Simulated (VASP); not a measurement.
Write the native input for VASP 6.6.1 that does the following.

* Task: single point
* Functional: PBE
* Potentials or basis: VASP PAW PBE potentials, release 64 (Zr_sv, Si)
* Cutoff: 500 eV
* k mesh: 4 × 4 × 3
* Occupations: gaussian, width 0.2 eV
* Spin: no spin polarisation
* Dipole correction: no
* Further INCAR settings: ALGO = Normal; EDIFF = 1e-06; NBANDS = 39

The structure of Zr4Si3 lies in POSCAR:

```
Zr4Si3
1.0
    5.9358586587      0.0000000000      0.0000000000
   -2.9679293293      5.1406043917      0.0000000000
    0.0000000000      0.0000000000      4.9103078036
Zr Si
4 3
Direct
    0.5000000000      0.0000000000      0.5000000000
    0.0000000000      0.5000000000      0.5000000000
    0.5000000000      0.5000000000      0.5000000000
    0.0000000000      0.0000000000      0.5000000000
    0.3333333333      0.6666666667      0.0000000000
    0.6666666667      0.3333333333      0.0000000000
    0.0000000000      0.0000000000      0.0000000000
```

These files were run (other wordings do the same):

INCAR

```
SYSTEM = Zr4Si3
PREC     = Accurate       ! precision mode
ENCUT    = 500            ! plane-wave cutoff, eV
EDIFF    = 1E-6           ! SCF threshold, eV
ISMEAR   = 0              ! smearing method
SIGMA    = 0.2            ! smearing width, eV
LREAL    = .FALSE.        ! projectors in reciprocal space
LASPH    = .TRUE.         ! aspherical terms in the spheres
NELM     = 120            ! most SCF steps
ALGO     = Normal         ! electronic algorithm
ISIF     = 2              ! what is computed and relaxed
LWAVE    = .FALSE.        ! write WAVECAR
LCHARG   = .FALSE.        ! write CHGCAR
GGA      = PE             ! functional
NBANDS   = 39             ! bands
GGA_COMPAT= .FALSE.
```

KPOINTS

```
Automatic mesh
0
G
  4 4 3
  0 0 0
```

Potentials or basis: VASP PAW PBE potentials, release 64 (Zr_sv, Si).

Command:

```sh
$ cat potpaw_PBE.64/Zr_sv/POTCAR potpaw_PBE.64/Si/POTCAR > POTCAR
$ mpirun -np 1 vasp_std > vasp.out
```

It gave:

```
Pressure               : 0.1 GPa
Band gap on the k mesh : zero (band 30 reaches 7.98 eV, above the bottom of band 31 at 6.40 eV)
```

Caveat: the k points lie up to 0.43 Å⁻¹ apart.

It took 110 s on 1 thread of Intel Xeon 8259CL (shared host), peak memory 0.27 GiB.
